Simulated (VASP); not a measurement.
# TiAl (Pm-3m) in VASP: a series of runs, part 3 of 4

VASP 6.6.1. The steps go on from the part before.

## 5. Single point, r2SCAN

This run uses another cell than the first one, of 15.95 Å³/atom, 1.333 times its volume.

Input file POSCAR:

```
TiAl
1.0
    3.1714451201      0.0000000000      0.0000000000
    0.0000000000      3.1714451201      0.0000000000
    0.0000000000      0.0000000000      3.1714451201
Ti Al
1 1
Direct
    0.5000000000      0.5000000000      0.5000000000
    0.0000000000      0.0000000000      0.0000000000
```

Input file INCAR.step1:

```
PREC = Accurate
ENCUT = 520
ISMEAR = -1
SIGMA = 0.1
LREAL = False
LASPH = True
NELM = 60
NBANDS = 14
GGA = PE
ALGO = Normal
EDIFF = 1E-4
LWAVE = True
LCHARG = False
```

Input file INCAR.step2:

```
PREC = Accurate
ENCUT = 520
EDIFF = 1E-7
ISMEAR = -1
SIGMA = 0.1
LREAL = False
LASPH = True
NELM = 60
ALGO = Normal
ISIF = 2
LWAVE = False
LCHARG = True
METAGGA = R2SCAN
LMIXTAU = True
LELF = True
LVHAR = True
NBANDS = 14
ISTART = 1
```

Input file KPOINTS:

```
regular mesh
0
Gamma
  6 6 6
```

Potentials or basis: VASP PAW PBE potentials, release 64 (Ti_sv, Al).

Launch:

```sh
$ cat potpaw_PBE.64/Ti_sv/POTCAR potpaw_PBE.64/Al/POTCAR > POTCAR
$ cp INCAR.step1 INCAR
$ mpirun -np 1 vasp_std > vasp.out
$ cp INCAR.step2 INCAR
$ mpirun -np 1 vasp_std > vasp.out
```

OUTCAR:

```text
PREC = Accurate
   ENCUT = 520
   EDIFF = 1E-7
   ISMEAR = -1
   LREAL = False
   LASPH = True
   NELM = 60
   ISIF = 2
   METAGGA = R2SCAN
   ISTART = 1

 ion  position               nearest neighbor table
   1  0.500  0.500  0.500-   2 2.75   2 2.75   2 2.75   2 2.75   2 2.75   2 2.75   2 2.75   2 2.75

   2  0.000  0.000  0.000-   1 2.75   1 2.75   1 2.75   1 2.75   1 2.75   1 2.75   1 2.75   1 2.75

  LATTYP: Found a simple cubic cell.
 ALAT       =     3.1714451201

  Lattice vectors:

 A1 = (   3.1714451201,   0.0000000000,   0.0000000000)
 A2 = (   0.0000000000,   3.1714451201,   0.0000000000)
 A3 = (   0.0000000000,   0.0000000000,   3.1714451201)

Analysis of symmetry for initial positions (statically):
=====================================================================
 Subroutine PRICEL returns:
 Original cell was already a primitive cell.

 Routine SETGRP: Setting up the symmetry group for a
 simple cubic supercell.

 Subroutine GETGRP returns: Found 48 space group operations
 (whereof 48 operations were pure point group operations)
 out of a pool of 48 trial point group operations.

The static configuration has the point symmetry O_h .

Analysis of symmetry for dynamics (positions and initial velocities):
=====================================================================
 Subroutine PRICEL returns:
 Original cell was already a primitive cell.

 Routine SETGRP: Setting up the symmetry group for a
 simple cubic supercell.

 Subroutine GETGRP returns: Found 48 space group operations
 (whereof 48 operations were pure point group operations)
 out of a pool of 48 trial point group operations.

The dynamic configuration has the point symmetry O_h .

 Subroutine INISYM returns: Found 48 space group operations
 (whereof 48 operations are pure point group operations),
 and found     1 'primitive' translations

----------------------------------------------------------------------------------------

                                     Primitive cell

  volume of cell :      31.8986

  direct lattice vectors                    reciprocal lattice vectors
     3.171445120  0.000000000  0.000000000     0.315313670  0.000000000  0.000000000
     0.000000000  3.171445120  0.000000000     0.000000000  0.315313670  0.000000000
     0.000000000  0.000000000  3.171445120     0.000000000  0.000000000  0.315313670

  length of vectors
     3.171445120  3.171445120  3.171445120     0.315313670  0.315313670  0.315313670

  position of ions in fractional coordinates (direct lattice)
     0.500000000  0.500000000  0.500000000
     0.000000000  0.000000000  0.000000000

  ion indices of the primitive-cell ions
   primitive index   ion index
                 1           1
                 2           2

----------------------------------------------------------------------------------------

 KPOINTS: regular mesh

Automatic generation of k-mesh.
 Grid dimensions read from file:
 generate k-points for:    6    6    6

[... 22 lines left out ...]
  0.333333  0.000000  0.000000      6.000000
  0.500000  0.000000  0.000000      3.000000
  0.166667  0.166667  0.000000     12.000000
  0.333333  0.166667  0.000000     24.000000
[... 12 lines left out ...]
  0.500000  0.500000  0.333333      6.000000
  0.500000  0.500000  0.500000      1.000000
   k-points           NKPTS =     20   k-points in BZ     NKDIM =     20   number of bands    NBANDS=     14
   number of dos      NEDOS =    301   number of ions     NIONS =      2
   total plane-waves  NPLWV =  13824
   dimension x,y,z NGX =    24 NGY =   24 NGZ =   24
   dimension x,y,z NGXF=    48 NGYF=   48 NGZF=   48
   ions per type =               1   1
   NGX,Y,Z   is equivalent  to a cutoff of  12.58, 12.58, 12.58 a.u.
   NGXF,Y,Z  is equivalent  to a cutoff of  25.16, 25.16, 25.16 a.u.
 SYSTEM =  unknown system
   PREC   = accura    normal or accurate (medium, high low for compatibility)
   ISTART =      1    job   : 0-new  1-cont  2-samecut
   ICHARG =      0    charge: 1-file 2-atom 10-const
   ISPIN  =      1    spin polarized calculation?
   LNONCOLLINEAR =      F non collinear calculations
   LSORBIT =      F    spin-orbit coupling
   LASPH  =      T    aspherical Exc in radial PAW
   ENCUT  =  520.0 eV  38.22 Ry    6.18 a.u.   5.90  5.90  5.90*2*pi/ulx,y,z
   NELM   =     60;   NELMIN=  2; NELMDL=  0     # of ELM steps
   EDIFF  = 0.1E-06   stopping-criterion for ELM
   LREAL  =      F    real-space projection
   EDIFFG = 0.1E-05   stopping-criterion for IOM
   NSW    =      0    number of steps for IOM
   IBRION =     -1    ionic relax: 0-MD 1-quasi-New 2-CG
   NFREE  =      0    steps in history (QN), initial steepest desc. (CG)
   ISIF   =      2    stress and relaxation
   ISYM   =      2    0-nonsym 1-usesym 2-fastsym
   POTIM  = 0.5000    time-step for ionic-motion
   TEBEG  =    0.0;   TEEND  =   0.0 temperature during run
   PSTRESS=    0.0 pullay stress
   NELECT =      15.0000    total number of electrons
   NUPDOWN=      -1.0000    fix difference up-down
   EMIN   =  10.00;   EMAX   =-10.00  energy-range for DOS
   EFERMI =   0.00;   METHOD = LEGACY
   ISMEAR =    -1;   SIGMA  =   0.10  broadening in eV -4-tet -1-fermi 0-gaus
   EFERMI_NEDOS =   21; number of points for ismear=-14 and -15
   IALGO  =     38    algorithm
   IMIX   =      4    mixing-type and parameters
     AMIX     =   0.40;   BMIX     =  1.00
     AMIX_MAG =   1.60;   BMIX_MAG =  1.00
  volume/ion in A,a.u.               =      15.95       107.63
  Fermi-wavevector in a.u.,A,eV,Ry     =   1.273058  2.405730 22.050631  1.620676
  Thomas-Fermi vector in A             =   2.405902
   LORBIT       =      0    0 simple, 1 ext, 2 COOP (PROOUT), +10 PAW based schemes
   METAGGA = R2SCAN    functional components
   LHFCALC =     F    Hartree Fock is set to
   AEXX    =    0.0000 exact exchange contribution
   IVDW    =     0    specifies the selected vdW correction
   LEPSILON=     F    determine dielectric tensor
   LRPA    =     F    only Hartree local field effects (RPA)
 non-spin polarized calculation
  energy-cutoff  :      520.00
  volume of cell :       31.90
 maximum number of plane-waves:       912
 NGX is ok and might be reduce to    24
   NGX = 11   NGY = 11   NGZ = 11

 number of electron      14.9999993 magnetization

 Free energy of the ion-electron system (eV)
  ---------------------------------------------------
  ext. energy  EPLUGINS =         0.00000000
  ---------------------------------------------------
  free energy    TOTEN  =       -20.34306921 eV

  energy without entropy =      -20.28538866  energy(sigma->0) =      -20.31422893

 E-fermi :   8.9302     XC(G=0): -11.9330

 val. band max:        8.8673805059   @ k =   0.3333   0.3333   0.1667
 cond. band min:       9.0346825333   @ k =   0.3333   0.1667   0.0000
 fundamental gap:      0.1673020274
 Fermi energy:         8.9301748873

 k-point     1 :       0.0000    0.0000    0.0000
  band No.  band energies     occupation
      1     -50.3382      2.00000
      2     -25.4934      2.00000
      3     -25.4934      2.00000
      4     -25.4934      2.00000
      5      -0.9861      2.00000
      6       7.2798      2.00000
      7       7.2798      2.00000
      8      10.9835      0.00000
      9      10.9835      0.00000
     10      10.9835      0.00000
     11      13.5669      0.00000
     12      13.5669      0.00000
     13      13.5669      0.00000
     14      18.0223      0.00000
[... 309 lines left out ...]
      1     -50.2899      2.00000
      2     -25.6320      2.00000
      3     -25.6320      2.00000
      4     -25.6320      2.00000
      5       5.6201      2.00000
      6       5.6201      2.00000
      7       5.6201      2.00000
      8       9.8758      0.00016
      9      11.8007      0.00000
     10      11.8007      0.00000
     11      11.8007      0.00000
     12      11.8445      0.00000
     13      11.8445      0.00000
     14      15.8125      0.00000

------------------------ aborting loop because EDIFF is reached ----------------------------------------

  FORCE on cell =-STRESS in cart. coord.  units (eV):
  Direction    XX          YY          ZZ          XY          YZ          ZX
  --------------------------------------------------------------------------------------
  -------------------------------------------------------------------------------------
  Total        0.0280134      0.0280134      0.0280134     -0.0000000     -0.0000000      0.0000000
  in kB        1.4070327      1.4070327      1.4070327     -0.0000000     -0.0000000      0.0000000
  external PRESSURE =       1.4070327 kB  Pullay stress =       0.0000000 kB

 VOLUME and BASIS-vectors are now :
 -----------------------------------------------------------------------------
  energy-cutoff  :      520.00
  volume of cell :       31.90
      direct lattice vectors                 reciprocal lattice vectors
     3.171445120  0.000000000  0.000000000     0.315313670  0.000000000  0.000000000
     0.000000000  3.171445120  0.000000000     0.000000000  0.315313670  0.000000000
     0.000000000  0.000000000  3.171445120     0.000000000  0.000000000  0.315313670

 POSITION                                       TOTAL-FORCE (eV/Angst)
 -----------------------------------------------------------------------------------
      1.58572      1.58572      1.58572         0.000000      0.000000      0.000000
      0.00000      0.00000      0.00000         0.000000      0.000000      0.000000
 -----------------------------------------------------------------------------------
    total drift:                                0.000000      0.000000     -0.000000

  FREE ENERGIE OF THE ION-ELECTRON SYSTEM (eV)
  ---------------------------------------------------
  free  energy   TOTEN  =       -20.3430692056 eV

  energy  without entropy=      -20.2853886585  energy(sigma->0) =      -20.31422893
```

OUTCAR.step1:

```text
PREC = Accurate
   ENCUT = 520
   ISMEAR = -1
   LREAL = False
   LASPH = True
[... 555 lines left out ...]
      1.58572      1.58572      1.58572         0.000000      0.000000      0.000000
      0.00000      0.00000      0.00000         0.000000      0.000000      0.000000
 -----------------------------------------------------------------------------------
    total drift:                                0.000000      0.000000     -0.000000

  FREE ENERGIE OF THE ION-ELECTRON SYSTEM (eV)
  ---------------------------------------------------
  free  energy   TOTEN  =       -12.1453250513 eV

  energy  without entropy=      -12.0719479157  energy(sigma->0) =      -12.10863648
```

Wall time 16 s (1 thread of Intel Xeon 6975P-C (Granite Rapids), shared host); peak memory 0.15 GiB.

What came out:

```
Free energy : -20.3431 eV
Pressure    : 0.1 GPa
```

Levels at points of the mesh, in eV from the Fermi level:
```
           k point  band 4  band 5  band 6  band 7  band 8  band 9  band 10  band 11
(0.00, 0.00, 0.00)  -34.42   -9.92   -1.65   -1.65    2.05    2.05     2.05     4.64
(0.50, 0.00, 0.00)  -34.41   -6.48   -5.64   -0.67    0.27    0.27     2.27     3.13
(0.50, 0.50, 0.00)  -34.39   -5.27   -2.43   -2.43   -1.65    0.87     0.87     2.85
(0.50, 0.50, 0.50)  -34.56   -3.31   -3.31   -3.31    0.95    2.87     2.87     2.87
```

Caveat: the PAW data sets were made with another functional, which shifts forces and pressure a little.

[end of part 3 of 4]
